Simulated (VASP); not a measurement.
Wanted: the native input for a VASP 6.6.1 run.

```yaml
Task: single point
Functional: PBE
Potentials_or_basis: VASP PAW PBE potentials, release 64 (Ru_pv)
Cutoff: 520 eV
k_mesh: 24 × 24 × 12
Occupations: gaussian, width 0.15 eV
Spin: no spin polarisation
Dipole_correction: no
Further_INCAR_settings: ALGO = Fast; EDIFF = 1e-06; NBANDS = 21
```

The structure of Ru lies in POSCAR:

```
Ru
1.0
    2.7057993342      0.0000000000      0.0000000000
   -1.3528996671      2.3432909610      0.0000000000
    0.0000000000      0.0000000000      4.2819000000
Ru
2
Direct
    0.3653396020      0.7306792039      0.1799376445
    0.6666666667      0.3333333333      0.7500000000
```

This cell differs from its parent crystal: atom 1 (Ru) moved by (+0.150, -0.300) A along y and z.

These files were run (other wordings do the same):

INCAR

```
ALGO = Fast
EDIFF = 1E-6
ENCUT = 520
GGA = PE
ISIF = 2
ISMEAR = 0
LASPH = T
LCHARG = F
LREAL = F
LWAVE = F
NBANDS = 21
NELM = 100
PREC = Accurate
SIGMA = 0.15
```

KPOINTS

```
k-points
0
Gamma
  24 24 12
```

Potentials or basis: VASP PAW PBE potentials, release 64 (Ru_pv).

The run is started by

```bash
$ cat potpaw_PBE.64/Ru_pv/POTCAR > POTCAR
$ mpirun -np 1 vasp_std > vasp.out
```

It gave:

```
Pressure               : 23.1 GPa
Largest force          : 5.027 eV/Å
Band gap on the k mesh : zero (bands 14 and 15 overlap by 2.64 eV)
```

Caveat: the cell differs from its parent crystal (atom 1 (Ru) moved by (+0.150, -0.300) A along y and z); the stress differs along the axes, from 10 to 39 GPa; forces of over 1 eV/Å act on the atoms, so gaps and moduli don't describe the material at rest.

Run time: 11 min on 1 thread of Intel Xeon 8259CL, on a shared host, peak memory 0.83 GiB.
